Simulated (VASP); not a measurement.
# Ta (Im-3m) in VASP: a series of runs

Ta is run at these levels: r2SCAN; tasks: single point, relaxation of cell and atoms.

All numbers are computed with VASP 6.6.1; they aren't measurements. Logs are shortened: lines on timing, memory, paths and dates and some standing lists are left out, and cuts for length are marked.

## (1) The cell of the first run

Symmetry: Im-3m, No. 229, cubic system. Conventional cell: a = 3.114 Å, b = 3.114 Å, c = 3.114 Å, α = 90.00°, β = 90.00°, γ = 90.00°. Within 3.6 Å of Ta (site symmetry m-3m) lie 14 Ta at 2.70 to 3.11 Å.

## (2) Single point, r2SCAN

POSCAR

```
Ta
1.0
   -1.5570327287      1.5570327287      1.5570327287
    1.5570327287     -1.5570327287      1.5570327287
    1.5570327287      1.5570327287     -1.5570327287
Ta
1
Direct
    0.0000000000      0.0000000000      0.0000000000
```

INCAR.step1

```
SYSTEM = Ta
PREC = Accurate
ENCUT = 520
ISMEAR = -1
SIGMA = 0.1
LREAL = .FALSE.
LASPH = .TRUE.
NELM = 100
NBANDS = 12
GGA = PE
ALGO = Normal
EDIFF = 1E-4
LWAVE = .TRUE.
LCHARG = .FALSE.
```

INCAR.step2

```
SYSTEM = Ta
PREC = Accurate
ENCUT = 520
EDIFF = 1E-6
ISMEAR = -1
SIGMA = 0.1
LREAL = .FALSE.
LASPH = .TRUE.
NELM = 100
ALGO = Normal
ISIF = 2
LWAVE = .FALSE.
LCHARG = .FALSE.
METAGGA = R2SCAN
LMIXTAU = .TRUE.
NBANDS = 12
ISTART = 1
```

KPOINTS

```
Automatic mesh
0
G
  18 18 18
  0 0 0
```

Potentials or basis: VASP PAW PBE potentials, release 64 (Ta_pv).

On the command line:

```console
$ cat potpaw_PBE.64/Ta_pv/POTCAR > POTCAR
$ cp INCAR.step1 INCAR
$ mpirun -np 1 vasp_std > vasp.out
$ cp INCAR.step2 INCAR
$ mpirun -np 1 vasp_std > vasp.out
```

OUTCAR:

```text
SYSTEM = Ta
   PREC = Accurate
   ENCUT = 520
   EDIFF = 1E-6
   ISMEAR = -1
   LREAL = .FALSE.
   LASPH = .TRUE.
   NELM = 100
   ISIF = 2
   METAGGA = R2SCAN
   ISTART = 1

 ion  position               nearest neighbor table
   1  0.000  0.000  0.000-

  LATTYP: Found a body centered cubic cell.
 ALAT       =     3.1140654574

  Lattice vectors:

 A1 = (  -1.5570327287,   1.5570327287,   1.5570327287)
 A2 = (   1.5570327287,  -1.5570327287,   1.5570327287)
 A3 = (   1.5570327287,   1.5570327287,  -1.5570327287)

Analysis of symmetry for initial positions (statically):
=====================================================================
 Subroutine PRICEL returns:
 Original cell was already a primitive cell.

 Routine SETGRP: Setting up the symmetry group for a
 body centered cubic supercell.

 Subroutine GETGRP returns: Found 48 space group operations
 (whereof 48 operations were pure point group operations)
 out of a pool of 48 trial point group operations.

The static configuration has the point symmetry O_h .

Analysis of symmetry for dynamics (positions and initial velocities):
=====================================================================
 Subroutine PRICEL returns:
 Original cell was already a primitive cell.

 Routine SETGRP: Setting up the symmetry group for a
 body centered cubic supercell.

 Subroutine GETGRP returns: Found 48 space group operations
 (whereof 48 operations were pure point group operations)
 out of a pool of 48 trial point group operations.

The dynamic configuration has the point symmetry O_h .

 Subroutine INISYM returns: Found 48 space group operations
 (whereof 48 operations are pure point group operations),
 and found     1 'primitive' translations

----------------------------------------------------------------------------------------

                                     Primitive cell

  volume of cell :      15.0992

  direct lattice vectors                    reciprocal lattice vectors
    -1.557032729  1.557032729  1.557032729     0.000000000  0.321123629  0.321123629
     1.557032729 -1.557032729  1.557032729     0.321123629  0.000000000  0.321123629
     1.557032729  1.557032729 -1.557032729     0.321123629  0.321123629  0.000000000

  length of vectors
     2.696859795  2.696859795  2.696859795     0.454137391  0.454137391  0.454137391

  position of ions in fractional coordinates (direct lattice)
     0.000000000  0.000000000  0.000000000

  ion indices of the primitive-cell ions
   primitive index   ion index
                 1           1

----------------------------------------------------------------------------------------

 KPOINTS: Automatic mesh

Automatic generation of k-mesh.
 Grid dimensions read from file:
 generate k-points for:   18   18   18

 Generating k-lattice:

  Cartesian coordinates                     Fractional coordinates (reciprocal lattice)
     0.000000000  0.017840202  0.017840202     0.055555556  0.000000000  0.000000000
     0.017840202  0.000000000  0.017840202     0.000000000  0.055555556  0.000000000
     0.017840202  0.017840202  0.000000000     0.000000000  0.000000000  0.055555556

  Length of vectors
     0.025229855  0.025229855  0.025229855

  Shift w.r.t. Gamma in fractional coordinates (k-lattice)
     0.000000000  0.000000000  0.000000000

 Subroutine IBZKPT returns following result:
 ===========================================

 Found    195 irreducible k-points:

 Following reciprocal coordinates:
            Coordinates               Weight
  0.000000  0.000000  0.000000      1.000000
  0.055556  0.000000  0.000000     12.000000
  0.111111  0.000000  0.000000     12.000000
  0.166667  0.000000  0.000000     12.000000
  0.222222  0.000000  0.000000     12.000000
  0.277778  0.000000  0.000000     12.000000
[... 16 lines left out ...]
  0.333333  0.111111  0.000000     48.000000
  0.388889  0.111111 -0.000000     48.000000
 [... further k-points ...]
   k-points           NKPTS =    195   k-points in BZ     NKDIM =    195   number of bands    NBANDS=     12
   number of dos      NEDOS =    301   number of ions     NIONS =      1
   total plane-waves  NPLWV =   8000
   dimension x,y,z NGX =    20 NGY =   20 NGZ =   20
   dimension x,y,z NGXF=    40 NGYF=   40 NGZF=   40
   ions per type =               1
   NGX,Y,Z   is equivalent  to a cutoff of  12.33, 12.33, 12.33 a.u.
   NGXF,Y,Z  is equivalent  to a cutoff of  24.66, 24.66, 24.66 a.u.
 SYSTEM =  Ta
   PREC   = accura    normal or accurate (medium, high low for compatibility)
   ISTART =      1    job   : 0-new  1-cont  2-samecut
   ICHARG =      0    charge: 1-file 2-atom 10-const
   ISPIN  =      1    spin polarized calculation?
   LNONCOLLINEAR =      F non collinear calculations
   LSORBIT =      F    spin-orbit coupling
   LASPH  =      T    aspherical Exc in radial PAW
   ENCUT  =  520.0 eV  38.22 Ry    6.18 a.u.   5.01  5.01  5.01*2*pi/ulx,y,z
   NELM   =    100;   NELMIN=  2; NELMDL=  0     # of ELM steps
   EDIFF  = 0.1E-05   stopping-criterion for ELM
   LREAL  =      F    real-space projection
   EDIFFG = 0.1E-04   stopping-criterion for IOM
   NSW    =      0    number of steps for IOM
   IBRION =     -1    ionic relax: 0-MD 1-quasi-New 2-CG
   NFREE  =      0    steps in history (QN), initial steepest desc. (CG)
   ISIF   =      2    stress and relaxation
   ISYM   =      2    0-nonsym 1-usesym 2-fastsym
   POTIM  = 0.5000    time-step for ionic-motion
   TEBEG  =    0.0;   TEEND  =   0.0 temperature during run
   PSTRESS=    0.0 pullay stress
   NELECT =      11.0000    total number of electrons
   NUPDOWN=      -1.0000    fix difference up-down
   EMIN   =  10.00;   EMAX   =-10.00  energy-range for DOS
   EFERMI =   0.00;   METHOD = LEGACY
   ISMEAR =    -1;   SIGMA  =   0.10  broadening in eV -4-tet -1-fermi 0-gaus
   EFERMI_NEDOS =   21; number of points for ismear=-14 and -15
   IALGO  =     38    algorithm
   IMIX   =      4    mixing-type and parameters
     AMIX     =   0.40;   BMIX     =  1.00
     AMIX_MAG =   1.60;   BMIX_MAG =  1.00
  volume/ion in A,a.u.               =      15.10       101.89
  Fermi-wavevector in a.u.,A,eV,Ry     =   1.473063  2.783685 29.523480  2.169915
  Thomas-Fermi vector in A             =   2.588002
   LORBIT       =      0    0 simple, 1 ext, 2 COOP (PROOUT), +10 PAW based schemes
   METAGGA = R2SCAN    functional components
   LHFCALC =     F    Hartree Fock is set to
   AEXX    =    0.0000 exact exchange contribution
   IVDW    =     0    specifies the selected vdW correction
   LEPSILON=     F    determine dielectric tensor
   LRPA    =     F    only Hartree local field effects (RPA)
 non-spin polarized calculation
  energy-cutoff  :      520.00
  volume of cell :       15.10
 maximum number of plane-waves:       420
   NGX =  9   NGY =  9   NGZ =  9

 number of electron      11.0000003 magnetization

 Free energy of the ion-electron system (eV)
  ---------------------------------------------------
  ext. energy  EPLUGINS =         0.00000000
  ---------------------------------------------------
  free energy    TOTEN  =       -48.17924214 eV

  energy without entropy =      -48.14581187  energy(sigma->0) =      -48.16252700

 E-fermi :   6.8431     XC(G=0): -14.8321

 val. band max:        6.8240890203   @ k =  -0.3333   0.3889   0.0556
 cond. band min:       6.8486250658   @ k =  -0.1667   0.1667   0.0556
 fundamental gap:      0.0245360455
 Fermi energy:         6.8430872695

 k-point     1 :       0.0000    0.0000    0.0000
  band No.  band energies     occupation
      1     -26.6310      2.00000
      2     -26.6310      2.00000
      3     -26.6310      2.00000
      4      -2.1014      2.00000
      5       7.6348      0.00073
      6       7.6348      0.00073
      7       7.6348      0.00073
      8      11.7821      0.00000
      9      11.7821      0.00000
     10      19.7964      0.00000
     11      23.4887      0.00000
     12      23.4887      0.00000

 k-point     2 :       0.0556    0.0000    0.0000
  band No.  band energies     occupation
      1     -26.7051      2.00000
      2     -26.6522      2.00000
      3     -26.6317      2.00000
      4      -1.9190      2.00000
      5       7.5110      0.00251
      6       7.5988      0.00104
      7       7.8114      0.00012
      8      11.5653      0.00000
      9      11.7775      0.00000
     10      19.7965      0.00000
     11      23.6625      0.00000
     12      23.7979      0.00000

 k-point     3 :       0.1111    0.0000    0.0000
  band No.  band energies     occupation
      1     -26.9146      2.00000
      2     -26.7129      2.00000
      3     -26.6340      2.00000
      4      -1.3979      2.00000
      5       7.1726      0.07147
      6       7.4486      0.00468
      7       8.3355      0.00000
      8      11.1321      0.00000
      9      11.7767      0.00000
     10      19.7963      0.00000
     11      24.1165      0.00000
     12      24.6906      0.00000
[... 286 lines left out ...]
 k-point    23 :       0.3333    0.1111    0.0000
  band No.  band energies     occupation
      1     -28.5082      2.00000
      2     -27.2958      2.00000
      3     -26.7472      2.00000
      4       2.0003      2.00000
      5       4.9926      2.00000
      6       7.2838      0.02409
      7      11.4580      0.00000
      8      13.0533      0.00000
      9      15.6331      0.00000
     10      19.7964      0.00000
     11      21.9681      0.00000
     12      23.7015      0.00000

 k-point    24 :       0.3889    0.1111   -0.0000
  band No.  band energies     occupation
      1     -28.6499      2.00000
      2     -27.3647      2.00000
      3     -26.7511      2.00000
      4       1.9328      2.00000
      5       4.8224      2.00000
      6       8.0922      0.00001
      7      11.5871      0.00000
      8      13.3213      0.00000
      9      16.9206      0.00000
     10      19.7964      0.00000
     11      21.3845      0.00000
     12      22.3678      0.00000

 [... further k-points ...]
[... 5 lines left out ...]
  --------------------------------------------------------------------------------------
  -------------------------------------------------------------------------------------
  Total        4.8624057      4.8624057      4.8624057      0.0000000      0.0000000     -0.0000000
  in kB      515.9511210    515.9511210    515.9511210      0.0000000      0.0000000     -0.0000000
  external PRESSURE =     515.9511210 kB  Pullay stress =       0.0000000 kB

 VOLUME and BASIS-vectors are now :
 -----------------------------------------------------------------------------
  energy-cutoff  :      520.00
  volume of cell :       15.10
      direct lattice vectors                 reciprocal lattice vectors
    -1.557032729  1.557032729  1.557032729     0.000000000  0.321123629  0.321123629
     1.557032729 -1.557032729  1.557032729     0.321123629  0.000000000  0.321123629
     1.557032729  1.557032729 -1.557032729     0.321123629  0.321123629  0.000000000

 POSITION                                       TOTAL-FORCE (eV/Angst)
 -----------------------------------------------------------------------------------
      0.00000      0.00000      0.00000        -0.000000     -0.000000      0.000000
 -----------------------------------------------------------------------------------
    total drift:                               -0.000000     -0.000000      0.000000

  FREE ENERGIE OF THE ION-ELECTRON SYSTEM (eV)
  ---------------------------------------------------
  free  energy   TOTEN  =       -48.1792421375 eV

  energy  without entropy=      -48.1458118678  energy(sigma->0) =      -48.16252700
```

Wall time 82 s (1 thread of AMD EPYC 7R13 (Zen 3), shared host); peak memory 0.12 GiB.

Results:

- Free energy: -48.1792 eV
- Pressure: 51.6 GPa
- Band gap on the k mesh: zero (an odd number of electrons rules out a gap without spin polarisation)

Caveat: the cell stands under pressure; the PAW data sets were made with another functional, which shifts forces and pressure a little; spin-orbit coupling is left out, which moves the levels of the heavy elements.

## (3) Relaxation of cell and atoms, r2SCAN, target pressure 20.8 GPa, at which the enthalpy is minimised

This run uses another cell than the first one, of 18.01 Å³/atom.

POSCAR

```
Ta
1.0
   -1.6512800000      1.6512800000      1.6512800000
    1.6512800000     -1.6512800000      1.6512800000
    1.6512800000      1.6512800000     -1.6512800000
Ta
1
Direct
    0.0000000000      0.0000000000      0.0000000000
```

INCAR.step1

```
SYSTEM = Ta
PREC = Accurate
ENCUT = 600
ISMEAR = 0
SIGMA = 0.1
LREAL = .FALSE.
LASPH = .TRUE.
NELM = 100
GGA = PE
ALGO = Normal
EDIFF = 1E-4
LWAVE = .TRUE.
LCHARG = .FALSE.
```

INCAR.step2

```
SYSTEM = Ta
PREC = Accurate
ENCUT = 600
EDIFF = 1E-6
ISMEAR = 0
SIGMA = 0.1
LREAL = .FALSE.
LASPH = .TRUE.
NELM = 100
ALGO = Normal
ISIF = 3
LWAVE = .FALSE.
LCHARG = .FALSE.
METAGGA = R2SCAN
LMIXTAU = .TRUE.
IBRION = 2
NSW = 80
EDIFFG = -0.05
PSTRESS = 208.0
ISTART = 1
```

KPOINTS

```
Automatic mesh
0
G
  8 8 8
  0 0 0
```

Potentials or basis: VASP PAW PBE potentials, release 64 (Ta_pv).

On the command line:

```console
$ cat potpaw_PBE.64/Ta_pv/POTCAR > POTCAR
$ cp INCAR.step1 INCAR
$ mpirun -np 1 vasp_std > vasp.out
$ cp INCAR.step2 INCAR
$ mpirun -np 1 vasp_std > vasp.out
```

Wall time 97 s (1 thread of AMD EPYC 7R13 (Zen 3), shared host); peak memory 0.13 GiB.

The run converged. Its results:

* Free energy: -48.5112 eV
* Relaxed volume: 16.46 Å³/atom
* Relaxed cell: a = 2.776 Å, b = 2.776 Å, c = 2.776 Å, α = 109.47°, β = 109.47°, γ = 109.47°
* Space group after relaxing (to 0.1 Å): Im-3m (No. 229)
* Energy change on relaxing (the run minimises the enthalpy): +84.3 meV/atom
* Ionic steps: 5
* Pressure after relaxing: 20.8 GPa
* Band gap on the k mesh: zero (an odd number of electrons rules out a gap without spin polarisation)

Step by step:
```tsv
step	energy change (eV)	largest force (eV/Å)	pressure (GPa)	volume (Å³)
1	0.0000	0.0000	-1.47	18.01
2	2.1829	0.0000	168.16	12.24
3	0.0611	0.0000	17.33	16.66
4	0.0786	0.0000	19.99	16.51
5	0.0843	0.0000	20.80	16.46
```

Final structure:
```
CELL_PARAMETERS angstrom
-1.60259 1.60259 1.60259
1.60259 -1.60259 1.60259
1.60259 1.60259 -1.60259
ATOMIC_POSITIONS crystal
Ta 0.00000 0.00000 0.00000
```

Levels at points of the mesh, in eV from the Fermi level:
| k point | band 1 | band 2 | band 3 | band 4 | band 5 | band 6 | band 7 | band 8 | band 9 |
| --- | --- | --- | --- | --- | --- | --- | --- | --- | --- |
| (0.00, 0.00, 0.00) | -33.79 | -33.79 | -33.79 | -8.62 | 0.87 | 0.87 | 0.87 | 4.68 | 4.68 |
| (0.50, 0.00, 0.00) | -35.44 | -34.31 | -33.81 | -4.96 | -1.83 | 2.00 | 4.63 | 5.81 | 9.06 |
| (0.50, 0.50, 0.50) | -34.92 | -34.92 | -34.92 | -4.51 | -4.51 | 7.93 | 7.93 | 7.93 | 9.98 |

Caveat: the cell is relaxed towards a set pressure, so the run minimises the enthalpy, not the energy; the PAW data sets were made with another functional, which shifts forces and pressure a little; spin-orbit coupling is left out, which moves the levels of the heavy elements.

The gap in the log of VASP goes by the Fermi energy; the results here count the filled bands.